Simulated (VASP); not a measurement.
# TiAl (P4/mmm) in VASP: notebook

The runs below take TiAl through single point, with PBEsol.

All numbers are computed with VASP 6.6.1; they aren't measurements. Logs are shortened: lines on timing, memory, paths and dates and some standing lists are left out, and cuts for length are marked.

### Step 1. The cell of the first run

The structure is tetragonal, space group P4/mmm (No. 123). The conventional cell has a = 3.056 Å, b = 3.056 Å, c = 3.276 Å, α = 90.00°, β = 90.00°, γ = 90.00°. Ti (site symmetry 4/mmm) has 8 Al at 2.71 Å and 6 Ti at 3.06 to 3.28 Å within 3.6 Å. Al (site symmetry 4/mmm) has 8 Ti at 2.71 Å and 6 Al at 3.06 to 3.28 Å within 3.6 Å.

### Step 2. Single point, PBEsol (15.30 Å³/atom)

INCAR

```
SYSTEM = TiAl
  PREC = Accurate
  ENCUT = 520
  EDIFF = 1E-6
  ISMEAR = 0
  SIGMA = 0.15
  LREAL = .FALSE.
  LASPH = .TRUE.
  NELM = 80
  ALGO = Fast
  ISIF = 2
  LWAVE = .FALSE.
  LCHARG = .FALSE.
  GGA = PS
  NBANDS = 14
```

KPOINTS

```
Automatic mesh
0
G
  16 16 16
  0 0 0
```

POSCAR

```
TiAl
1.0
    3.0560896142      0.0000000000      0.0000000000
    0.0000000000      3.0560896142      0.0000000000
    0.0000000000      0.0000000000      3.2761280664
Ti Al
1 1
Direct
    0.0000000000      0.0000000000      0.0000000000
    0.5000000000      0.5000000000      0.5000000000
```

Potentials or basis: VASP PAW PBE potentials, release 64 (Ti_sv, Al).

Started as:

```
$ cat potpaw_PBE.64/Ti_sv/POTCAR potpaw_PBE.64/Al/POTCAR > POTCAR
$ mpirun -np 1 vasp_std > vasp.out
```

OUTCAR:

```text
SYSTEM = TiAl
   PREC = Accurate
   ENCUT = 520
   EDIFF = 1E-6
   ISMEAR = 0
   LREAL = .FALSE.
   LASPH = .TRUE.
   NELM = 80
   ISIF = 2
   GGA = PS

 ion  position               nearest neighbor table
   1  0.000  0.000  0.000-   2 2.71   2 2.71   2 2.71   2 2.71   2 2.71   2 2.71   2 2.71   2 2.71

   2  0.500  0.500  0.500-   1 2.71   1 2.71   1 2.71   1 2.71   1 2.71   1 2.71   1 2.71   1 2.71

  LATTYP: Found a simple tetragonal cell.
 ALAT       =     3.0560896142
 C/A-ratio  =     1.0720000000

  Lattice vectors:

 A1 = (   3.0560896142,   0.0000000000,   0.0000000000)
 A2 = (   0.0000000000,   3.0560896142,   0.0000000000)
 A3 = (   0.0000000000,   0.0000000000,   3.2761280664)

Analysis of symmetry for initial positions (statically):
=====================================================================
 Subroutine PRICEL returns:
 Original cell was already a primitive cell.

 Routine SETGRP: Setting up the symmetry group for a
 simple tetragonal supercell.

 Subroutine GETGRP returns: Found 16 space group operations
 (whereof 16 operations were pure point group operations)
 out of a pool of 16 trial point group operations.

The static configuration has the point symmetry D_4h.

Analysis of symmetry for dynamics (positions and initial velocities):
=====================================================================
 Subroutine PRICEL returns:
 Original cell was already a primitive cell.

 Routine SETGRP: Setting up the symmetry group for a
 simple tetragonal supercell.

 Subroutine GETGRP returns: Found 16 space group operations
 (whereof 16 operations were pure point group operations)
 out of a pool of 16 trial point group operations.

The dynamic configuration has the point symmetry D_4h.

 Subroutine INISYM returns: Found 16 space group operations
 (whereof 16 operations are pure point group operations),
 and found     1 'primitive' translations

----------------------------------------------------------------------------------------

                                     Primitive cell

  volume of cell :      30.5980

  direct lattice vectors                    reciprocal lattice vectors
     3.056089614  0.000000000  0.000000000     0.327215536  0.000000000  0.000000000
     0.000000000  3.056089614  0.000000000     0.000000000  0.327215536  0.000000000
     0.000000000  0.000000000  3.276128066     0.000000000  0.000000000  0.305238373

  length of vectors
     3.056089614  3.056089614  3.276128066     0.327215536  0.327215536  0.305238373

  position of ions in fractional coordinates (direct lattice)
     0.000000000  0.000000000  0.000000000
     0.500000000  0.500000000  0.500000000

  ion indices of the primitive-cell ions
   primitive index   ion index
                 1           1
                 2           2

----------------------------------------------------------------------------------------

 KPOINTS: Automatic mesh

Automatic generation of k-mesh.
 Grid dimensions read from file:
 generate k-points for:   16   16   16

 Generating k-lattice:

  Cartesian coordinates                     Fractional coordinates (reciprocal lattice)
     0.020450971  0.000000000  0.000000000     0.062500000  0.000000000  0.000000000
     0.000000000  0.020450971  0.000000000     0.000000000  0.062500000  0.000000000
     0.000000000  0.000000000  0.019077398     0.000000000  0.000000000  0.062500000

  Length of vectors
     0.020450971  0.020450971  0.019077398

  Shift w.r.t. Gamma in fractional coordinates (k-lattice)
     0.000000000  0.000000000  0.000000000

 Subroutine IBZKPT returns following result:
 ===========================================

 Found    405 irreducible k-points:

 Following reciprocal coordinates:
            Coordinates               Weight
  0.000000  0.000000  0.000000      1.000000
  0.062500  0.000000  0.000000      4.000000
  0.125000  0.000000  0.000000      4.000000
  0.187500  0.000000  0.000000      4.000000
  0.250000  0.000000  0.000000      4.000000
  0.312500  0.000000  0.000000      4.000000
[... 16 lines left out ...]
  0.437500  0.125000  0.000000      8.000000
  0.500000  0.125000  0.000000      4.000000
 [... further k-points ...]
   k-points           NKPTS =    405   k-points in BZ     NKDIM =    405   number of bands    NBANDS=     14
   number of dos      NEDOS =    301   number of ions     NIONS =      2
   total plane-waves  NPLWV =  13824
   dimension x,y,z NGX =    24 NGY =   24 NGZ =   24
   dimension x,y,z NGXF=    48 NGYF=   48 NGZF=   48
   ions per type =               1   1
   NGX,Y,Z   is equivalent  to a cutoff of  13.06, 13.06, 12.18 a.u.
   NGXF,Y,Z  is equivalent  to a cutoff of  26.11, 26.11, 24.36 a.u.
 SYSTEM =  TiAl
   PREC   = accura    normal or accurate (medium, high low for compatibility)
   ISTART =      0    job   : 0-new  1-cont  2-samecut
   ICHARG =      2    charge: 1-file 2-atom 10-const
   ISPIN  =      1    spin polarized calculation?
   LNONCOLLINEAR =      F non collinear calculations
   LSORBIT =      F    spin-orbit coupling
   LASPH  =      T    aspherical Exc in radial PAW
   ENCUT  =  520.0 eV  38.22 Ry    6.18 a.u.   5.68  5.68  6.09*2*pi/ulx,y,z
   NELM   =     80;   NELMIN=  2; NELMDL= -5     # of ELM steps
   EDIFF  = 0.1E-05   stopping-criterion for ELM
   LREAL  =      F    real-space projection
[... 7 lines left out ...]
   TEBEG  =    0.0;   TEEND  =   0.0 temperature during run
   PSTRESS=    0.0 pullay stress
   NELECT =      15.0000    total number of electrons
   NUPDOWN=      -1.0000    fix difference up-down
   EMIN   =  10.00;   EMAX   =-10.00  energy-range for DOS
   EFERMI =   0.00;   METHOD = LEGACY
   ISMEAR =     0;   SIGMA  =   0.15  broadening in eV -4-tet -1-fermi 0-gaus
   EFERMI_NEDOS =   21; number of points for ismear=-14 and -15
   IALGO  =     68    algorithm
   IMIX   =      4    mixing-type and parameters
     AMIX     =   0.40;   BMIX     =  1.00
     AMIX_MAG =   1.60;   BMIX_MAG =  1.00
  volume/ion in A,a.u.               =      15.30       103.24
  Fermi-wavevector in a.u.,A,eV,Ry     =   1.290845  2.439344 22.671141  1.666282
  Thomas-Fermi vector in A             =   2.422652
   LORBIT       =      0    0 simple, 1 ext, 2 COOP (PROOUT), +10 PAW based schemes
   GGA     = PS    functional components
   LHFCALC =     F    Hartree Fock is set to
   AEXX    =    0.0000 exact exchange contribution
   IVDW    =     0    specifies the selected vdW correction
   LEPSILON=     F    determine dielectric tensor
   LRPA    =     F    only Hartree local field effects (RPA)
 non-spin polarized calculation
 RMM-DIIS sequential band-by-band and
 Gauss-broadening in eV      SIGMA  =   0.15
  energy-cutoff  :      520.00
  volume of cell :       30.60
 maximum number of plane-waves:       844
 NGX is ok and might be reduce to    24
   NGX = 11   NGY = 11   NGZ = 13

 number of electron      15.0000011 magnetization

 Free energy of the ion-electron system (eV)
  ---------------------------------------------------
  ext. energy  EPLUGINS =         0.00000000
  ---------------------------------------------------
  free energy    TOTEN  =       -12.99467802 eV

  energy without entropy =      -12.96688749  energy(sigma->0) =      -12.98078276

 E-fermi :   9.1555     XC(G=0): -11.4020

 val. band max:        9.1529593090   @ k =   0.5000   0.2500   0.0000
 cond. band min:       9.1557827427   @ k =   0.5000   0.3125   0.1875
 fundamental gap:      0.0028234337
 Fermi energy:         9.1555344220

 k-point     1 :       0.0000    0.0000    0.0000
  band No.  band energies     occupation
      1     -47.3573      2.00000
      2     -23.7172      2.00000
      3     -23.6181      2.00000
      4     -23.6181      2.00000
      5      -0.2783      2.00000
      6       7.5370      2.00000
      7       7.7379      2.00000
      8      11.0090      0.00000
      9      11.0090      0.00000
     10      11.3551      0.00000
     11      12.6190      0.00000
     12      14.5269      0.00000
     13      14.5269      0.00000
     14      18.2801      0.00000

 k-point     2 :       0.0625    0.0000    0.0000
  band No.  band energies     occupation
      1     -47.3563      2.00000
      2     -23.7163      2.00000
      3     -23.6280      2.00000
      4     -23.6173      2.00000
      5      -0.2102      2.00000
      6       7.5595      2.00000
      7       7.7339      2.00000
      8      10.8083      0.00000
      9      11.0187      0.00000
     10      11.2486      0.00000
     11      12.8620      0.00000
     12      14.1722      0.00000
     13      14.6757      0.00000
     14      18.1862      0.00000

 k-point     3 :       0.1250    0.0000    0.0000
  band No.  band energies     occupation
      1     -47.3536      2.00000
      2     -23.7135      2.00000
      3     -23.6560      2.00000
      4     -23.6149      2.00000
      5      -0.0075      2.00000
      6       7.5657      2.00000
      7       7.7505      2.00000
      8      10.3989      0.00000
      9      10.9826      0.00000
     10      11.0466      0.00000
     11      13.4008      0.00000
     12      13.4477      0.00000
     13      15.0711      0.00000
     14      17.9095      0.00000
[... 324 lines left out ...]
 k-point    23 :       0.4375    0.1250    0.0000
  band No.  band energies     occupation
      1     -47.3299      2.00000
      2     -23.8576      2.00000
      3     -23.6895      2.00000
      4     -23.6321      2.00000
      5       2.9417      2.00000
      6       4.7747      2.00000
      7       8.6768      1.99999
      8       8.9540      1.94258
      9       9.3565      0.05808
     10      10.9255      0.00000
     11      12.6051      0.00000
     12      15.9161      0.00000
     13      17.4278      0.00000
     14      17.5657      0.00000

 k-point    24 :       0.5000    0.1250    0.0000
  band No.  band energies     occupation
      1     -47.3289      2.00000
      2     -23.8670      2.00000
      3     -23.6886      2.00000
      4     -23.6312      2.00000
      5       3.4703      2.00000
      6       4.2002      2.00000
      7       8.7769      1.99964
      8       8.9058      1.98145
      9       9.2636      0.30827
     10      10.9395      0.00000
     11      12.6601      0.00000
     12      15.8888      0.00000
     13      17.9364      0.00000
     14      18.3465      0.00000

 [... further k-points ...]
[... 5 lines left out ...]
  --------------------------------------------------------------------------------------
  -------------------------------------------------------------------------------------
  Total        0.3313167      0.3313167      1.3780133      0.0000000      0.0000000      0.0000000
  in kB       17.3484566     17.3484566     72.1557508      0.0000000      0.0000000      0.0000000
  external PRESSURE =      35.6175546 kB  Pullay stress =       0.0000000 kB

 VOLUME and BASIS-vectors are now :
 -----------------------------------------------------------------------------
  energy-cutoff  :      520.00
  volume of cell :       30.60
      direct lattice vectors                 reciprocal lattice vectors
     3.056089614  0.000000000  0.000000000     0.327215536  0.000000000  0.000000000
     0.000000000  3.056089614  0.000000000     0.000000000  0.327215536  0.000000000
     0.000000000  0.000000000  3.276128066     0.000000000  0.000000000  0.305238373

 POSITION                                       TOTAL-FORCE (eV/Angst)
 -----------------------------------------------------------------------------------
      0.00000      0.00000      0.00000         0.000000      0.000000      0.000000
      1.52804      1.52804      1.63806         0.000000      0.000000      0.000000
 -----------------------------------------------------------------------------------
    total drift:                               -0.000000      0.000000      0.000000

  FREE ENERGIE OF THE ION-ELECTRON SYSTEM (eV)
  ---------------------------------------------------
  free  energy   TOTEN  =       -12.9946780191 eV

  energy  without entropy=      -12.9668874940  energy(sigma->0) =      -12.98078276
```

Wall time 8.2 min (1 thread of AMD EPYC 7R13, shared host); peak memory 0.26 GiB.

What came out:

| Property | Result |
| --- | --- |
| Free energy | -12.9947 eV |
| Pressure | 3.6 GPa |
| Band gap on the k mesh | zero (an odd number of electrons rules out a gap without spin polarisation) |

Caveat: the stress differs along the axes, from 2 to 7 GPa; the PAW data sets were made with another functional, which shifts forces and pressure a little.

### Step 3. Single point, PBEsol (15.30 Å³/atom)

INCAR

```
SYSTEM = TiAl
  PREC = Accurate
  ENCUT = 520
  EDIFF = 1E-6
  ISMEAR = 0
  SIGMA = 0.15
  LREAL = .False.
  LASPH = .True.
  NELM = 60
  ALGO = Fast
  ISIF = 2
  LWAVE = .False.
  LCHARG = .True.
  GGA = PS
  LELF = .True.
  LVHAR = .True.
  NBANDS = 14
```

KPOINTS

```
Automatic mesh
0
Gamma
  16 16 16
  0 0 0
```

POSCAR

```
TiAl
1.0
    3.2011166549      0.0000000000      0.0000000000
    0.0000000000      3.2011166549      0.0000000000
    0.0000000000      0.0000000000      2.9860016156
Ti Al
1 1
Direct
    0.0000000000      0.0000000000      0.0000000000
    0.5000000000      0.5000000000      0.5000000000
```

Potentials or basis: VASP PAW PBE potentials, release 64 (Ti_sv, Al).

Started as:

```
$ cat potpaw_PBE.64/Ti_sv/POTCAR potpaw_PBE.64/Al/POTCAR > POTCAR
$ mpirun -np 1 vasp_std > vasp.out
```

Run time: 11 min. Hardware: 1 thread of AMD EPYC 7R13, shared host; peak memory 0.26 GiB.

It converged, with:

```
Free energy            : -12.9799 eV
Pressure               : 3.8 GPa
Band gap on the k mesh : zero (an odd number of electrons rules out a gap without spin polarisation)
```

Stress tensor (GPa, compression positive):
```
4.22 0.00 0.00
0.00 4.22 0.00
0.00 0.00 2.89
```

Levels at points of the mesh, in eV from the Fermi level:
```tsv
k point	band 4	band 5	band 6	band 7	band 8	band 9	band 10	band 11	band 12	band 13
(0.00, 0.00, 0.00)	-32.74	-9.44	-1.61	-1.45	1.69	2.09	2.09	4.05	4.05	6.08
(0.50, 0.00, 0.00)	-32.73	-6.27	-5.35	-0.64	-0.12	0.74	2.27	2.98	6.55	9.00
(0.50, 0.50, 0.00)	-32.71	-5.40	-2.30	-2.30	-1.61	1.15	1.15	2.77	4.55	5.09
(0.00, 0.00, 0.50)	-32.82	-5.56	-5.18	-0.43	-0.06	-0.06	2.01	3.79	6.59	9.09
(0.50, 0.00, 0.50)	-32.81	-4.94	-2.14	-1.71	-1.43	0.48	0.66	3.02	5.27	5.38
(0.50, 0.50, 0.50)	-32.96	-3.20	-3.20	-3.20	1.01	2.88	2.99	2.99	3.21	3.33
```

Caveat: the cell stands under pressure; the PAW data sets were made with another functional, which shifts forces and pressure a little.
